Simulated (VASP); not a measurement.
# BN (Pm) in VASP: notebook

BN is run at these levels: LDA; tasks: single point.

Program: VASP 6.6.1. These are calculated values, not measurements. Logs are shortened: lines on timing, memory, paths and dates and some standing lists are left out, and cuts for length are marked.

## (1) The cell of the first run

The structure is monoclinic, space group Pm (No. 6). The conventional cell has a = 2.504 Å, b = 6.661 Å, c = 2.504 Å, α = 90.00°, β = 120.00°, γ = 90.00°. Within 1.4 Å of B (site symmetry m) lie 1 N at 1.07 Å. Within 1.9 Å of B (site symmetry m) lie 3 N at 1.45 Å. Within 1.9 Å of N (site symmetry m) lie 3 B at 1.45 Å. N (site symmetry m) has 1 B at 1.07 Å within 1.4 Å.

## (2) Single point, LDA (mode 9 (1350.8 1/cm) frozen in, largest displacement +0.263 Å)

INCAR

```
PREC     = Accurate       # precision mode
ENCUT    = 520            # plane-wave cutoff, eV
EDIFF    = 1E-6           # SCF threshold, eV
ISMEAR   = 0              # smearing method
SIGMA    = 0.05           # smearing width, eV
LREAL    = F              # projectors in reciprocal space
LASPH    = T              # aspherical terms in the spheres
NELM     = 60             # most SCF steps
ALGO     = Normal         # electronic algorithm
ISIF     = 2              # what is computed and relaxed
LWAVE    = F              # write WAVECAR
LCHARG   = T              # write CHGCAR
GGA      = CA             # functional
LELF     = T              # ELF
LVHAR    = T            
NBANDS   = 16             # bands
```

KPOINTS

```
regular mesh
0
Gamma
  12 12 4
```

POSCAR

```
BN
1.0
    2.5039917043      0.0000000000      0.0000000000
   -1.2519958522      2.1685204268      0.0000000000
    0.0000000000      0.0000000000      6.6612000000
B N
2 2
Direct
    0.4381659490      0.6666666667      0.2500000000
    0.6667106105      0.3333333333      0.7500000000
    0.3333383295      0.6666666667      0.7500000000
    0.5857224537      0.3333333333      0.2500000000
```

Potentials or basis: VASP PAW LDA potentials, release 64 (B, N).

Launch:

```
cat potpaw_LDA.64/B/POTCAR potpaw_LDA.64/N/POTCAR > POTCAR
mpirun -np 1 vasp_std > vasp.out
```

OUTCAR:

```text
PREC = Accurate
   ENCUT = 520
   EDIFF = 1E-6
   ISMEAR = 0
   LREAL = F
   LASPH = T
   NELM = 60
   ISIF = 2
   GGA = CA

 ion  position               nearest neighbor table
   1  0.438  0.667  0.250-   4 1.07   4 1.52   4 1.86
   2  0.667  0.333  0.750-   3 1.45   3 1.45   3 1.45
   3  0.333  0.667  0.750-   2 1.45   2 1.45   2 1.45
   4  0.586  0.333  0.250-   1 1.07   1 1.52   1 1.86

  LATTYP: Found a hexagonal cell.
 ALAT       =     2.5039917043
 C/A-ratio  =     2.6602324555

  Lattice vectors:

 A1 = (   2.5039917043,   0.0000000000,   0.0000000000)
 A2 = (  -1.2519958522,   2.1685204268,   0.0000000000)
 A3 = (   0.0000000000,   0.0000000000,   6.6612000000)

Analysis of symmetry for initial positions (statically):
=====================================================================
 Subroutine PRICEL returns:
 Original cell was already a primitive cell.

 Routine SETGRP: Setting up the symmetry group for a
 hexagonal supercell.

 Subroutine GETGRP returns: Found  2 space group operations
 (whereof  1 operations were pure point group operations)
 out of a pool of 24 trial point group operations.

The static configuration has the point symmetry C_1 .
 The point group associated with its full space group is C_1h.

Analysis of symmetry for dynamics (positions and initial velocities):
=====================================================================
 Subroutine PRICEL returns:
 Original cell was already a primitive cell.

 Routine SETGRP: Setting up the symmetry group for a
 hexagonal supercell.

 Subroutine GETGRP returns: Found  2 space group operations
 (whereof  1 operations were pure point group operations)
 out of a pool of 24 trial point group operations.

The dynamic configuration has the point symmetry C_1 .
 The point group associated with its full space group is C_1h.

 Subroutine INISYM returns: Found  2 space group operations
 (whereof  1 operations are pure point group operations),
 and found     1 'primitive' translations

----------------------------------------------------------------------------------------

                                     Primitive cell

  volume of cell :      36.1700

  direct lattice vectors                    reciprocal lattice vectors
     2.503991704  0.000000000  0.000000000     0.399362345  0.230571958  0.000000000
    -1.251995852  2.168520427  0.000000000     0.000000000  0.461143915  0.000000000
     0.000000000  0.000000000  6.661200000     0.000000000  0.000000000  0.150123101

  length of vectors
     2.503991704  2.503991704  6.661200000     0.461143915  0.461143915  0.150123101

  position of ions in fractional coordinates (direct lattice)
     0.438165949  0.666666667  0.250000000
     0.666710610  0.333333333  0.750000000
     0.333338330  0.666666667  0.750000000
     0.585722454  0.333333333  0.250000000

  ion indices of the primitive-cell ions
   primitive index   ion index
                 1           1
                 2           2
                 3           3
                 4           4

----------------------------------------------------------------------------------------

 KPOINTS: regular mesh

Automatic generation of k-mesh.
 Grid dimensions read from file:
 generate k-points for:   12   12    4

 Generating k-lattice:

  Cartesian coordinates                     Fractional coordinates (reciprocal lattice)
     0.033280195  0.019214330  0.000000000     0.083333333 -0.000000000  0.000000000
     0.000000000  0.038428660  0.000000000     0.000000000  0.083333333  0.000000000
     0.000000000  0.000000000  0.037530775     0.000000000  0.000000000  0.250000000

  Length of vectors
     0.038428660  0.038428660  0.037530775

  Shift w.r.t. Gamma in fractional coordinates (k-lattice)
     0.000000000  0.000000000  0.000000000

 Subroutine IBZKPT returns following result:
 ===========================================

 Found    222 irreducible k-points:

 Following reciprocal coordinates:
            Coordinates               Weight
  0.000000  0.000000  0.000000      1.000000
  0.083333  0.000000  0.000000      2.000000
  0.000000  0.083333  0.000000      2.000000
 -0.083333  0.083333  0.000000      2.000000
  0.166667  0.000000  0.000000      2.000000
  0.000000  0.166667  0.000000      2.000000
[... 16 lines left out ...]
  0.166667  0.083333  0.000000      2.000000
 -0.083333  0.250000  0.000000      2.000000
 [... further k-points ...]
   k-points           NKPTS =    222   k-points in BZ     NKDIM =    222   number of bands    NBANDS=     16
   number of dos      NEDOS =    301   number of ions     NIONS =      4
   total plane-waves  NPLWV =  20000
   dimension x,y,z NGX =    20 NGY =   20 NGZ =   50
   dimension x,y,z NGXF=    40 NGYF=   40 NGZF=  100
   ions per type =               2   2
   NGX,Y,Z   is equivalent  to a cutoff of  13.28, 13.28, 12.48 a.u.
   NGXF,Y,Z  is equivalent  to a cutoff of  26.56, 26.56, 24.96 a.u.
 SYSTEM =  unknown system
   PREC   = accura    normal or accurate (medium, high low for compatibility)
   ISTART =      0    job   : 0-new  1-cont  2-samecut
   ICHARG =      2    charge: 1-file 2-atom 10-const
   ISPIN  =      1    spin polarized calculation?
   LNONCOLLINEAR =      F non collinear calculations
   LSORBIT =      F    spin-orbit coupling
   LASPH  =      T    aspherical Exc in radial PAW
   ENCUT  =  520.0 eV  38.22 Ry    6.18 a.u.   4.66  4.66 12.39*2*pi/ulx,y,z
   NELM   =     60;   NELMIN=  2; NELMDL= -5     # of ELM steps
   EDIFF  = 0.1E-05   stopping-criterion for ELM
   LREAL  =      F    real-space projection
   EDIFFG = 0.1E-04   stopping-criterion for IOM
   NSW    =      0    number of steps for IOM
   IBRION =     -1    ionic relax: 0-MD 1-quasi-New 2-CG
   NFREE  =      0    steps in history (QN), initial steepest desc. (CG)
   ISIF   =      2    stress and relaxation
   ISYM   =      2    0-nonsym 1-usesym 2-fastsym
   POTIM  = 0.5000    time-step for ionic-motion
   TEBEG  =    0.0;   TEEND  =   0.0 temperature during run
   PSTRESS=    0.0 pullay stress
   NELECT =      16.0000    total number of electrons
   NUPDOWN=      -1.0000    fix difference up-down
   EMIN   =  10.00;   EMAX   =-10.00  energy-range for DOS
   EFERMI =   0.00;   METHOD = LEGACY
   ISMEAR =     0;   SIGMA  =   0.05  broadening in eV -4-tet -1-fermi 0-gaus
   EFERMI_NEDOS =   21; number of points for ismear=-14 and -15
   IALGO  =     38    algorithm
   IMIX   =      4    mixing-type and parameters
     AMIX     =   0.40;   BMIX     =  1.00
     AMIX_MAG =   1.60;   BMIX_MAG =  1.00
  volume/ion in A,a.u.               =       9.04        61.02
  Fermi-wavevector in a.u.,A,eV,Ry     =   1.247379  2.357205 21.170055  1.555955
  Thomas-Fermi vector in A             =   2.381514
   LORBIT       =      0    0 simple, 1 ext, 2 COOP (PROOUT), +10 PAW based schemes
   GGA     = CA    functional components
   LHFCALC =     F    Hartree Fock is set to
   AEXX    =    0.0000 exact exchange contribution
   IVDW    =     0    specifies the selected vdW correction
   LEPSILON=     F    determine dielectric tensor
   LRPA    =     F    only Hartree local field effects (RPA)
 non-spin polarized calculation
 Gauss-broadening in eV      SIGMA  =   0.05
  energy-cutoff  :      520.00
  volume of cell :       36.17
 maximum number of plane-waves:       992
   NGX =  9   NGY =  9   NGZ = 25

 number of electron      16.0000003 magnetization

 Free energy of the ion-electron system (eV)
  ---------------------------------------------------
  ext. energy  EPLUGINS =         0.00000000
  ---------------------------------------------------
  free energy    TOTEN  =       -33.64959287 eV

  energy without entropy =      -33.64959287  energy(sigma->0) =      -33.64959287

 E-fermi :   3.8504     XC(G=0): -10.4359

 val. band max:        3.5678349859   @ k =   0.0000   0.0000   0.5000
 cond. band min:       6.0278406359   @ k =   0.5000   0.5000   0.5000
 fundamental gap:      2.4600056500
 Fermi energy:         3.8503964761

 k-point     1 :       0.0000    0.0000    0.0000
  band No.  band energies     occupation
      1     -15.5792      2.00000
      2     -15.1456      2.00000
      3      -4.4496      2.00000
      4      -3.3193      2.00000
      5      -2.3579      2.00000
      6       0.5871      2.00000
[... 8 lines left out ...]
     15      15.4726      0.00000
     16      16.2245      0.00000

 k-point     2 :       0.0833    0.0000    0.0000
  band No.  band energies     occupation
      1     -15.4437      2.00000
      2     -15.0125      2.00000
      3      -4.2766      2.00000
      4      -3.4350      2.00000
      5      -2.2066      2.00000
      6       0.0379      2.00000
[... 8 lines left out ...]
     15      15.0825      0.00000
     16      16.6237      0.00000

 k-point     3 :       0.0000    0.0833    0.0000
  band No.  band energies     occupation
      1     -15.4469      2.00000
      2     -15.0335      2.00000
      3      -4.2659      2.00000
      4      -3.4851      2.00000
      5      -2.1940      2.00000
      6       0.0390      2.00000
[... 8 lines left out ...]
     15      14.9580      0.00000
     16      16.6669      0.00000

 k-point     4 :      -0.0833    0.0833    0.0000
  band No.  band energies     occupation
      1     -15.4483      2.00000
      2     -15.0422      2.00000
      3      -4.2611      2.00000
      4      -3.4822      2.00000
      5      -2.1892      2.00000
      6       0.0404      2.00000
[... 8 lines left out ...]
     15      14.8883      0.00000
     16      16.5576      0.00000

 k-point     5 :       0.1667    0.0000    0.0000
  band No.  band energies     occupation
      1     -15.0446      2.00000
      2     -14.6206      2.00000
      3      -3.7699      2.00000
      4      -3.7516      2.00000
      5      -1.7643      2.00000
      6      -1.3532      2.00000
[... 8 lines left out ...]
     15      15.5959      0.00000
     16      17.6344      0.00000

 k-point     6 :       0.0000    0.1667    0.0000
  band No.  band energies     occupation
      1     -15.0588      2.00000
      2     -14.7054      2.00000
      3      -3.9537      2.00000
      4      -3.7224      2.00000
      5      -1.7130      2.00000
      6      -1.3519      2.00000
[... 8 lines left out ...]
     15      15.6006      0.00000
     16      17.5965      0.00000
[... 267 lines left out ...]
 k-point    21 :      -0.0833    0.1667    0.0000
  band No.  band energies     occupation
      1     -15.1942      2.00000
      2     -14.8486      2.00000
      3      -3.8817      2.00000
      4      -3.8027      2.00000
      5      -1.8494      2.00000
      6      -0.8625      2.00000
[... 8 lines left out ...]
     15      15.1100      0.00000
     16      17.3449      0.00000

 k-point    22 :      -0.1667    0.0833    0.0000
  band No.  band energies     occupation
      1     -15.1822      2.00000
      2     -14.7895      2.00000
      3      -3.9143      2.00000
      4      -3.7073      2.00000
      5      -1.8873      2.00000
      6      -0.8637      2.00000
[... 8 lines left out ...]
     15      14.9987      0.00000
     16      17.2613      0.00000

 k-point    23 :       0.1667    0.0833    0.0000
  band No.  band energies     occupation
      1     -14.6585      2.00000
      2     -14.2506      2.00000
      3      -4.1839      2.00000
      4      -3.2789      2.00000
      5      -2.3362      2.00000
      6      -1.3326      2.00000
[... 8 lines left out ...]
     15      16.8111      0.00000
     16      17.3238      0.00000

 k-point    24 :      -0.0833    0.2500    0.0000
  band No.  band energies     occupation
      1     -14.7080      2.00000
      2     -14.4402      2.00000
      3      -4.3112      2.00000
      4      -3.1549      2.00000
      5      -2.3343      2.00000
      6      -1.2126      2.00000
[... 8 lines left out ...]
     15      16.5827      0.00000
     16      17.1741      0.00000

 [... further k-points ...]

------------------------ aborting loop because EDIFF is reached ----------------------------------------

  FORCE on cell =-STRESS in cart. coord.  units (eV):
  Direction    XX          YY          ZZ          XY          YZ          ZX
  --------------------------------------------------------------------------------------
  -------------------------------------------------------------------------------------
  Total       15.9708781     11.5871317     -0.1852660    -12.6394073      0.0000000      0.0000000
  in kB      707.4414496    513.2602703     -8.2064897   -559.8715707      0.0000000      0.0000000
  external PRESSURE =     404.1650767 kB  Pullay stress =       0.0000000 kB

 VOLUME and BASIS-vectors are now :
 -----------------------------------------------------------------------------
  energy-cutoff  :      520.00
  volume of cell :       36.17
      direct lattice vectors                 reciprocal lattice vectors
     2.503991704  0.000000000  0.000000000     0.399362345  0.230571958  0.000000000
    -1.251995852  2.168520427  0.000000000     0.000000000  0.461143915  0.000000000
     0.000000000  0.000000000  6.661200000     0.000000000  0.000000000  0.150123101

 POSITION                                       TOTAL-FORCE (eV/Angst)
 -----------------------------------------------------------------------------------
      0.26250      1.44568      1.66530       -24.169969     20.673687      0.000000
      1.25211      0.72284      4.99590        -0.002372     -0.003313      0.000000
      0.00001      1.44568      4.99590        -0.015452      0.021968      0.000000
      1.04931      0.72284      1.66530        24.187793    -20.692342      0.000000
 -----------------------------------------------------------------------------------
    total drift:                                0.000452     -0.000153      0.000000

  FREE ENERGIE OF THE ION-ELECTRON SYSTEM (eV)
  ---------------------------------------------------
  free  energy   TOTEN  =       -33.6495928700 eV

  energy  without entropy=      -33.6495928700  energy(sigma->0) =      -33.64959287
```

Wall time 86 s (1 thread of Intel Xeon 6975P-C, shared host); peak memory 0.21 GiB.

What came out:

* Free energy: -33.6496 eV
* Pressure: 40.4 GPa
* Largest force: 31.831 eV/Å
* Band gap on the k mesh: 2.46 eV, indirect (least direct gap 3.38 eV)

Forces in eV/Å, atoms in the order of the input:
```
B   -24.170  20.674   0.000
B    -0.002  -0.003   0.000
N    -0.015   0.022   0.000
N    24.188 -20.692   0.000
```

Caveat: the cell differs from its parent crystal (mode 9 (1350.8 1/cm) frozen in, largest displacement +0.263 Å); forces of over 1 eV/Å act on the atoms, so gaps and moduli don't describe the material at rest. A k mesh can miss the band edges.

(Continued in part 2 of 2.)
